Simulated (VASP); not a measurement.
# MgB2 in VASP: further runs

The runs below take MgB2 through single point, with PBEsol.

Everything below comes from runs of VASP 6.6.1. Logs are shortened: lines on timing, memory, paths and dates and some standing lists are left out, and cuts for length are marked.

**1. The cell of the first run**

It takes space group Cm (No. 8, monoclinic). The conventional cell has a = 3.026 Å, b = 5.222 Å, c = 3.767 Å, α = 90.00°, β = 92.64°, γ = 90.00°. Mg (site symmetry m) has 12 B at 2.39 to 2.65 Å and 6 Mg at 3.02 to 3.03 Å within 3.2 Å. Within 2.3 Å of B (site symmetry 1) lie 3 B at 1.72 to 1.76 Å.

**2. Single point, PBEsol (strained and its atoms moved)**

Contents of INCAR:

```
SYSTEM = MgB2
ALGO = Normal
EDIFF = 1E-7
ENCUT = 520
GGA = PS
ISIF = 2
ISMEAR = 0
LASPH = .TRUE.
LCHARG = .FALSE.
LREAL = .FALSE.
LWAVE = .FALSE.
NBANDS = 11
NELM = 100
PREC = Accurate
SIGMA = 0.1
```

Contents of KPOINTS:

```
k-points
0
G
  14 14 10
  0 0 0
```

Contents of POSCAR:

```
MgB2
1.0
    3.0174391901      0.0043807010      0.0364030083
   -1.5049257967      2.6153702124      0.0364078186
    0.0415714000      0.0720101200      3.7658051600
Mg B
1 2
Direct
    0.0169198430      0.0169198430     -0.0186702332
    0.3268518907      0.6562282663      0.5093351166
    0.6562282663      0.3268518907      0.5093351166
```

Potentials or basis: VASP PAW PBE potentials, release 64 (Mg, B).

On the command line:

```
$ cat potpaw_PBE.64/Mg/POTCAR potpaw_PBE.64/B/POTCAR > POTCAR
$ mpirun -np 1 vasp_std > vasp.out
```

OUTCAR:

```text
SYSTEM = MgB2
   EDIFF = 1E-7
   ENCUT = 520
   GGA = PS
   ISIF = 2
   ISMEAR = 0
   LASPH = .TRUE.
   LREAL = .FALSE.
   NELM = 100
   PREC = Accurate

 ion  position               nearest neighbor table
   1  0.017  0.017  0.981-   2 2.39   3 2.39   3 2.50   2 2.50   2 2.59   3 2.59   3 2.63   2 2.63
                             2 2.65   3 2.65   3 2.65   2 2.65
   2  0.327  0.656  0.509-   3 1.72   3 1.76   3 1.76   1 2.39   1 2.50   1 2.59   1 2.63   1 2.65
                             1 2.65
   3  0.656  0.327  0.509-   2 1.72   2 1.76   2 1.76   1 2.39   1 2.50   1 2.59   1 2.63   1 2.65
                             1 2.65

  LATTYP: Found a base centered monoclinic cell.
 ALAT       =     3.0259036716
 B/A-ratio  =     1.7257580829
 C/A-ratio  =     1.2448258129
 COS(beta)  =    -0.0461246897

  Lattice vectors:

 A1 = (  -3.0174391901,  -0.0043807010,  -0.0364030083)
 A2 = (   1.5049257967,  -2.6153702124,  -0.0364078186)
 A3 = (   0.0415714000,   0.0720101200,   3.7658051600)

Analysis of symmetry for initial positions (statically):
=====================================================================
 Subroutine PRICEL returns:
 Original cell was already a primitive cell.

 Routine SETGRP: Setting up the symmetry group for a
 base centered monoclinic supercell.

 Subroutine GETGRP returns: Found  2 space group operations
 (whereof  2 operations were pure point group operations)
 out of a pool of  4 trial point group operations.

The static configuration has the point symmetry C_1h.

Analysis of symmetry for dynamics (positions and initial velocities):
=====================================================================
 Subroutine PRICEL returns:
 Original cell was already a primitive cell.

 Routine SETGRP: Setting up the symmetry group for a
 base centered monoclinic supercell.

 Subroutine GETGRP returns: Found  2 space group operations
 (whereof  2 operations were pure point group operations)
 out of a pool of  4 trial point group operations.

The dynamic configuration has the point symmetry C_1h.

 Subroutine INISYM returns: Found  2 space group operations
 (whereof  2 operations are pure point group operations),
 and found     1 'primitive' translations

----------------------------------------------------------------------------------------

                                     Primitive cell

  volume of cell :      29.7277

  direct lattice vectors                    reciprocal lattice vectors
     3.017439190  0.004380701  0.036403008     0.331218104  0.190689847 -0.007302767
    -1.504925797  2.615370212  0.036407819    -0.000466753  0.382188134 -0.007303089
     0.041571400  0.072010120  3.765805160    -0.003197282 -0.005538343  0.265688661

  length of vectors
     3.017661949  3.017662760  3.766722998     0.382258264  0.382258189  0.265765612

  position of ions in fractional coordinates (direct lattice)
     0.016919843  0.016919843  0.981329767
     0.326851891  0.656228266  0.509335117
     0.656228266  0.326851891  0.509335117

  ion indices of the primitive-cell ions
   primitive index   ion index
                 1           1
                 2           2
                 3           3

----------------------------------------------------------------------------------------

 KPOINTS: k-points

Automatic generation of k-mesh.
 Grid dimensions read from file:
 generate k-points for:   14   14   10

 Generating k-lattice:

  Cartesian coordinates                     Fractional coordinates (reciprocal lattice)
     0.023658436  0.013620703 -0.000521626     0.071428571  0.000000000  0.000000000
    -0.000033339  0.027299152 -0.000521649    -0.000000000  0.071428571  0.000000000
    -0.000319728 -0.000553834  0.026568866     0.000000000  0.000000000  0.100000000

  Length of vectors
     0.027304162  0.027304156  0.026576561

  Shift w.r.t. Gamma in fractional coordinates (k-lattice)
     0.000000000  0.000000000  0.000000000

 Subroutine IBZKPT returns following result:
 ===========================================

 Found    534 irreducible k-points:

 Following reciprocal coordinates:
            Coordinates               Weight
  0.000000  0.000000  0.000000      1.000000
  0.071429  0.000000  0.000000      4.000000
  0.142857 -0.000000  0.000000      4.000000
  0.214286  0.000000  0.000000      4.000000
  0.285714 -0.000000  0.000000      4.000000
  0.357143  0.000000 -0.000000      4.000000
[... 16 lines left out ...]
  0.214286  0.142857 -0.000000      4.000000
  0.285714  0.142857 -0.000000      4.000000
 [... further k-points ...]
   k-points           NKPTS =    534   k-points in BZ     NKDIM =    534   number of bands    NBANDS=     11
   number of dos      NEDOS =    301   number of ions     NIONS =      3
   total plane-waves  NPLWV =  16128
   dimension x,y,z NGX =    24 NGY =   24 NGZ =   28
   dimension x,y,z NGXF=    48 NGYF=   48 NGZF=   56
   ions per type =               1   2
   NGX,Y,Z   is equivalent  to a cutoff of  13.22, 13.22, 12.36 a.u.
   NGXF,Y,Z  is equivalent  to a cutoff of  26.44, 26.44, 24.72 a.u.
 SYSTEM =  MgB2
   PREC   = accura    normal or accurate (medium, high low for compatibility)
   ISTART =      0    job   : 0-new  1-cont  2-samecut
   ICHARG =      2    charge: 1-file 2-atom 10-const
   ISPIN  =      1    spin polarized calculation?
   LNONCOLLINEAR =      F non collinear calculations
   LSORBIT =      F    spin-orbit coupling
   LASPH  =      T    aspherical Exc in radial PAW
   ENCUT  =  520.0 eV  38.22 Ry    6.18 a.u.   5.61  5.61  7.00*2*pi/ulx,y,z
   NELM   =    100;   NELMIN=  2; NELMDL= -5     # of ELM steps
   EDIFF  = 0.1E-06   stopping-criterion for ELM
   LREAL  =      F    real-space projection
   EDIFFG = 0.1E-05   stopping-criterion for IOM
   NSW    =      0    number of steps for IOM
   IBRION =     -1    ionic relax: 0-MD 1-quasi-New 2-CG
   NFREE  =      0    steps in history (QN), initial steepest desc. (CG)
   ISIF   =      2    stress and relaxation
   ISYM   =      2    0-nonsym 1-usesym 2-fastsym
   POTIM  = 0.5000    time-step for ionic-motion
   TEBEG  =    0.0;   TEEND  =   0.0 temperature during run
   PSTRESS=    0.0 pullay stress
   NELECT =       8.0000    total number of electrons
   NUPDOWN=      -1.0000    fix difference up-down
   EMIN   =  10.00;   EMAX   =-10.00  energy-range for DOS
   EFERMI =   0.00;   METHOD = LEGACY
   ISMEAR =     0;   SIGMA  =   0.10  broadening in eV -4-tet -1-fermi 0-gaus
   EFERMI_NEDOS =   21; number of points for ismear=-14 and -15
   IALGO  =     38    algorithm
   IMIX   =      4    mixing-type and parameters
     AMIX     =   0.40;   BMIX     =  1.00
     AMIX_MAG =   1.60;   BMIX_MAG =  1.00
  volume/ion in A,a.u.               =       9.91        66.87
  Fermi-wavevector in a.u.,A,eV,Ry     =   1.056942  1.997330 15.199420  1.117126
  Thomas-Fermi vector in A             =   2.192196
   LORBIT       =      0    0 simple, 1 ext, 2 COOP (PROOUT), +10 PAW based schemes
   GGA     = PS    functional components
   LHFCALC =     F    Hartree Fock is set to
   AEXX    =    0.0000 exact exchange contribution
   IVDW    =     0    specifies the selected vdW correction
   LEPSILON=     F    determine dielectric tensor
   LRPA    =     F    only Hartree local field effects (RPA)
 non-spin polarized calculation
 Gauss-broadening in eV      SIGMA  =   0.10
  energy-cutoff  :      520.00
  volume of cell :       29.73
 maximum number of plane-waves:       817
   NGX = 11   NGY = 11   NGZ = 13

 number of electron       8.0000000 magnetization

 Free energy of the ion-electron system (eV)
  ---------------------------------------------------
  ext. energy  EPLUGINS =         0.00000000
  ---------------------------------------------------
  free energy    TOTEN  =       -16.02706414 eV

  energy without entropy =      -16.02421628  energy(sigma->0) =      -16.02564021

 E-fermi :   5.1560     XC(G=0): -10.8652

 val. band max:        5.1511753895   @ k =   0.4286   0.2143   0.3000
 cond. band min:       5.1600293537   @ k =  -0.0714  -0.0714   0.3000
 fundamental gap:      0.0088539642
 Fermi energy:         5.1560286374

 k-point     1 :       0.0000    0.0000    0.0000
  band No.  band energies     occupation
      1      -7.2598      2.00000
      2       1.3692      2.00000
      3       5.2387      0.24254
      4       5.7089      0.00000
      5       5.9688      0.00000
      6      11.9497      0.00000
      7      12.3217      0.00000
      8      14.3045      0.00000
      9      15.3731      0.00000
     10      18.4453      0.00000
     11      20.6855      0.00000

 k-point     2 :       0.0714    0.0000    0.0000
  band No.  band energies     occupation
      1      -7.1680      2.00000
      2       1.4611      2.00000
      3       5.3114      0.02795
      4       5.3906      0.00091
      5       5.6297      0.00000
      6      11.9519      0.00000
      7      12.6700      0.00000
      8      14.3597      0.00000
      9      15.0564      0.00000
     10      18.8883      0.00000
     11      20.2036      0.00000

 k-point     3 :       0.1429   -0.0000    0.0000
  band No.  band energies     occupation
      1      -6.8935      2.00000
      2       1.7354      2.00000
      3       4.2714      2.00000
      4       5.0564      1.84111
      5       5.6297      0.00000
      6      11.7113      0.00000
      7      13.6973      0.00000
      8      13.8636      0.00000
      9      14.7877      0.00000
     10      19.2928      0.00000
     11      19.7792      0.00000
[... 267 lines left out ...]
 k-point    23 :       0.2143    0.1429   -0.0000
  band No.  band energies     occupation
      1      -5.5411      2.00000
      2       1.4068      2.00000
      3       2.6382      2.00000
      4       3.0689      2.00000
      5       7.0343      0.00000
      6      10.6909      0.00000
      7      12.2162      0.00000
      8      13.1930      0.00000
      9      15.8764      0.00000
     10      16.3709      0.00000
     11      18.0327      0.00000

 k-point    24 :       0.2857    0.1429   -0.0000
  band No.  band energies     occupation
      1      -4.7470      2.00000
      2       0.0123      2.00000
      3       2.1796      2.00000
      4       3.8149      2.00000
      5       7.8052      0.00000
      6       9.3779      0.00000
      7      11.6626      0.00000
      8      12.7940      0.00000
      9      15.1674      0.00000
     10      17.1263      0.00000
     11      17.9472      0.00000

 [... further k-points ...]

------------------------ aborting loop because EDIFF is reached ----------------------------------------

  FORCE on cell =-STRESS in cart. coord.  units (eV):
  Direction    XX          YY          ZZ          XY          YZ          ZX
  --------------------------------------------------------------------------------------
  -------------------------------------------------------------------------------------
  Total        1.3406738      1.0738636     -3.1576410     -0.2310641     -0.4861171     -0.2806582
  in kB       72.2557438     57.8759822   -170.1813652    -12.4532234    -26.1993289    -15.1261031
  external PRESSURE =     -13.3498797 kB  Pullay stress =       0.0000000 kB

 VOLUME and BASIS-vectors are now :
 -----------------------------------------------------------------------------
  energy-cutoff  :      520.00
  volume of cell :       29.73
      direct lattice vectors                 reciprocal lattice vectors
     3.017439190  0.004380701  0.036403008     0.331218104  0.190689847 -0.007302767
    -1.504925797  2.615370212  0.036407819    -0.000466753  0.382188134 -0.007303089
     0.041571400  0.072010120  3.765805160    -0.003197282 -0.005538343  0.265688661

 POSITION                                       TOTAL-FORCE (eV/Angst)
 -----------------------------------------------------------------------------------
      0.06639      0.11499      3.69673        -0.191468     -0.331631      0.609877
      0.01985      1.75439      1.95385        -0.107601      0.283211     -0.304938
      1.50941      0.89439      1.95385         0.299069      0.048420     -0.304939
 -----------------------------------------------------------------------------------
    total drift:                               -0.000016     -0.000016      0.000021

  FREE ENERGIE OF THE ION-ELECTRON SYSTEM (eV)
  ---------------------------------------------------
  free  energy   TOTEN  =       -16.0270641393 eV

  energy  without entropy=      -16.0242162779  energy(sigma->0) =      -16.02564021
```

Wall time 81 s (1 thread of Intel Xeon Platinum 8488C (Sapphire Rapids), shared host); peak memory 0.3 GiB.

What came out:

* Free energy: -16.0271 eV
* Pressure: -1.3 GPa
* Largest force: 0.720 eV/Å
* Band gap on the k mesh: zero (bands 4 and 5 overlap by 2.58 eV)

Forces on the atoms (eV/Å):
```
Mg  -0.191 -0.332  0.610
B   -0.108  0.283 -0.305
B    0.299  0.048 -0.305
```

Stress tensor (GPa, compression positive):
```
  7.23  -1.25  -1.51
 -1.25   5.79  -2.62
 -1.51  -2.62 -17.02
```

Caveat: the cell differs from its parent crystal (strained and its atoms moved); the stress differs along the axes, from -17 to 7 GPa; the PAW data sets were made with another functional, which shifts forces and pressure a little.

**3. Single point, PBEsol (atoms moved at random and the cell strained at random)**

Contents of INCAR:

```
SYSTEM = MgB2
PREC     = Accurate       ! precision mode
ENCUT    = 520            ! plane-wave cutoff, eV
EDIFF    = 1E-7           ! SCF threshold, eV
ISMEAR   = 0              ! smearing method
SIGMA    = 0.1            ! smearing width, eV
LREAL    = .False.        ! projectors in reciprocal space
LASPH    = .True.         ! aspherical terms in the spheres
NELM     = 60             ! most SCF steps
ALGO     = Normal         ! electronic algorithm
ISIF     = 2              ! what is computed and relaxed
LWAVE    = .False.        ! write WAVECAR
LCHARG   = .False.        ! write CHGCAR
GGA      = PS             ! functional
NBANDS   = 11             ! bands
```

Contents of KPOINTS:

```
regular mesh
0
Gamma
  14 14 10
  0 0 0
```

Contents of POSCAR:

```
MgB2
1.0
    3.1631746234      0.0492057613     -0.0455963104
   -1.5389738725      2.6428381156     -0.0039454515
   -0.0520699400     -0.0352652300      3.7233882400
Mg B
1 2
Direct
   -0.0015652345      0.0341207381      0.0330627306
    0.3558397340      0.6942596988      0.4763440250
    0.6457255005      0.2716195631      0.4905932444
```

Potentials or basis: VASP PAW PBE potentials, release 64 (Mg, B).

On the command line:

```
$ cat potpaw_PBE.64/Mg/POTCAR potpaw_PBE.64/B/POTCAR > POTCAR
$ mpirun -np 1 vasp_std > vasp.out
```

Wall time 2.2 min (1 thread of Intel Xeon Platinum 8488C (Sapphire Rapids), shared host); peak memory 0.45 GiB.

The run converged. Its results:

```
Free energy            : -15.5741 eV
Pressure               : -3.1 GPa
Largest force          : 4.174 eV/Å
Band gap on the k mesh : zero (bands 4 and 5 overlap by 4.09 eV)
```

Forces on the atoms (eV/Å):
```
Mg   0.261 -0.481 -0.887
B    0.047 -3.680  0.781
B   -0.307  4.161  0.107
```

Stress tensor (GPa, compression positive):
```
-11.54  -4.63  -0.36
 -4.63  13.71   3.02
 -0.36   3.02 -11.36
```

Levels at points of the mesh, in eV from the Fermi level:
| k point | band 1 | band 2 | band 3 | band 4 | band 5 | band 6 | band 7 | band 8 |
| --- | --- | --- | --- | --- | --- | --- | --- | --- |
| (0.00, 0.00, 0.00) | -12.10 | -3.32 | -0.98 | 0.76 | 1.84 | 4.18 | 6.94 | 8.99 |
| (0.50, 0.00, 0.00) | -8.78 | -7.33 | -1.91 | -0.73 | 3.12 | 3.90 | 4.16 | 5.99 |
| (0.00, 0.50, 0.00) | -8.27 | -7.77 | -1.92 | 0.93 | 1.26 | 3.82 | 4.55 | 5.51 |
| (0.50, 0.50, 0.00) | -8.53 | -7.22 | -2.33 | -0.49 | 2.96 | 3.52 | 4.52 | 5.95 |
| (0.00, 0.00, 0.50) | -11.08 | -7.26 | -0.65 | 2.19 | 4.38 | 7.57 | 7.74 | 8.08 |
| (0.50, 0.00, 0.50) | -8.07 | -6.54 | -3.81 | -1.64 | -1.07 | 5.30 | 8.21 | 8.97 |
| (0.00, 0.50, 0.50) | -7.62 | -6.96 | -2.75 | -1.98 | -1.67 | 5.29 | 7.93 | 8.45 |
| (0.50, 0.50, 0.50) | -7.81 | -6.47 | -3.60 | -2.03 | -0.84 | 4.45 | 7.58 | 8.37 |

Caveat: the cell differs from its parent crystal (atoms moved at random and the cell strained at random); the stress differs along the axes, from -12 to 14 GPa; the PAW data sets were made with another functional, which shifts forces and pressure a little.
